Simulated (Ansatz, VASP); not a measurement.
**One calculation of V, two programs**

The input INCAR:

```
  PREC = Accurate
  ENCUT = 520
  EDIFF = 1E-8
  ISMEAR = -1
  SIGMA = 0.03
  LREAL = F
  LASPH = T
  NELM = 150
  ALGO = Normal
  ISIF = 2
  LWAVE = F
  LCHARG = F
  ISPIN = 2
  MAGMOM = 1.5
  LORBIT = 11
  LMAXMIX = 4
  GGA = PS
  LEFG = T
  NBANDS = 16
```

Contents of KPOINTS:

```
regular mesh
0
Gamma
  19 19 19
```

The input POSCAR:

```
V
1.0
   -1.4827400000      1.4827400000      1.5130000000
    1.4827400000     -1.4827400000      1.5130000000
    1.4827400000      1.4827400000     -1.5130000000
V
1
Direct
    0.0000000000      0.0000000000      0.0000000000
```

Input for Ansatz:

```yaml
crystal:
  lattice:
    - [-1.48274, 1.48274, 1.513]
    - [1.48274, -1.48274, 1.513]
    - [1.48274, 1.48274, -1.513]
  atoms:
    - { symbol: V, position: [0.0, 0.0, 0.0], spin: 1.5 }
magnetization:
  spin_polarized: true
kpoints:
  mp_grid: { grid: [19, 19, 19] }
scf:
  occupations: { method: fermi_dirac, width: 0.03 }
hamiltonian:
  xc: pbesol
  pseudopotentials: { kind: paw }
output:
  forces: true
  stress: true
  eigenvalues: true
  efg: { contact_densities: true }
  write_density: true
  write_potential: true
  elf: true
  volumetric_format: npy
```

Change from the starting cell: equal xx and yy strain of -2 %, PAW files.

Alike in both runs: task electric field gradients; functional PBEsol; k mesh 19 × 19 × 19; occupations fermi-dirac, width 0.03 eV; collinear spin.

|  | VASP | Ansatz |
| --- | --- | --- |
| version | VASP 6.6.1 | Ansatz 0.2.0 |
| potentials or method | VASP PAW PBE potentials, release 64 (V_sv) | PAW with Ansatz's default frozen-core files, scalar-relativistic |
| plane-wave cutoff (eV) | 520 | 420 |
| valence electrons in the cell | 13 | 13 |

```csv
,VASP,Ansatz,Ansatz less VASP
pressure (GPa),-5.0,-5.2,-0.21
"traceless stress, the component that is largest in VASP (GPa)",-1.89,-1.88,+0.008
net moment per atom (μB),0.00,0.00,0.000
size of Vzz on the site where it differs most (V/Å²),2.1,2.0,-0.04
```

VASP's potentials were made for PBE, not for PBEsol. The functional is the same, so the differences come from potentials, cutoffs and numerics. Ansatz's warnings: seeded moment not kept.
